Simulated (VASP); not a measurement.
A run of VASP 6.6.1 is set up as follows.

The input INCAR:

```
SYSTEM = LiSi8O16
ALGO = Normal ; EDIFF = 1E-6
ENCUT = 520 ; GGA = PE
ISIF = 2 ; ISMEAR = -1
LASPH = .TRUE. ; LCHARG = .FALSE.
LREAL = Auto ; LWAVE = .FALSE.
NBANDS = 84 ; NELECT = 130.0
NELM = 60 ; PREC = Accurate
SIGMA = 0.01
```

File KPOINTS:

```
Automatic mesh
0
Gamma
  1 1 1
  0.25 0.25 0.25
```

Contents of POSCAR:

```
LiSi8O16
1.0
    0.0000000000      5.0813926900      7.0944098900
    5.0813926900      0.0000000000      7.0944098900
    5.0813926900      5.0813926900      0.0000000000
Si O Li
8 16 1
Direct
    0.2487320937      0.2544767786      0.4541582787
    0.7442608884      0.7550498597      0.9554471497
    0.0797953238      0.6713071756      0.1236054097
    0.5744363041      0.1719155535      0.6280269521
    0.4235229581      0.8336650446      0.3752446726
    0.9184254406      0.3360091267      0.8759621528
    0.0007056107      0.0020762979      0.2937042276
    0.5028052247      0.5023915585      0.7917247204
    0.0922648144      0.2345289621      0.6729244235
    0.5937167061      0.7329572732      0.1742587758
    0.4862477265      0.3460401017      0.7477135873
    0.9884727175      0.8442264360      0.2475825105
    0.4144293336      0.2673724054      0.4860924877
    0.9126484220      0.7757479613      0.9774778851
    0.2006780103      0.8749772053      0.4034543973
    0.7072395531      0.3690265661      0.8890446735
    0.0052654527      0.1718355352      0.0885541022
    0.5146507943      0.6677208378      0.5824232443
    0.3769436313      0.0517445961      0.3561927798
    0.8784037453      0.5513308144      0.8572223986
    0.2862542795      0.6416906943      0.9506713791
    0.8105735420      0.1027852998      0.4926370942
    0.1145029881      0.4614889637      0.2855526903
    0.6041368092      0.9640729746      0.7951002571
    0.0201793382     -0.0852976506      0.6999401691
```

Potentials or basis: VASP PAW PBE potentials, release 64 (Si, O, Li_sv).

Command:

```bash
$ cat potpaw_PBE.64/Si/POTCAR potpaw_PBE.64/O/POTCAR potpaw_PBE.64/Li_sv/POTCAR > POTCAR
$ mpirun -np 1 vasp_std > vasp.out
```

Q: What does it give for the largest force?

A: 0.035 eV/Å.

Forces on the atoms (eV/Å):
```
Si  -0.010 -0.016  0.004
Si  -0.013 -0.002  0.001
Si   0.027 -0.023 -0.004
Si   0.019 -0.018  0.004
Si  -0.017  0.014  0.002
Si  -0.019  0.026 -0.002
Si   0.008  0.013 -0.007
Si   0.012  0.009 -0.005
O   -0.002 -0.003  0.013
O    0.006 -0.005  0.011
O    0.001  0.003  0.019
O   -0.006  0.006  0.017
O   -0.002 -0.002 -0.013
O   -0.003  0.002 -0.011
O   -0.003 -0.005  0.000
O    0.002 -0.001  0.001
O   -0.005 -0.014 -0.005
O   -0.001 -0.001 -0.015
O   -0.001 -0.003 -0.004
O    0.001 -0.003 -0.002
O   -0.013 -0.004 -0.006
O    0.001 -0.004 -0.020
O    0.006  0.019  0.003
O    0.002  0.011  0.015
Li   0.009  0.000  0.003
```

Caveat: the cell carries a net charge on a neutralising background, which shifts energy and pressure.
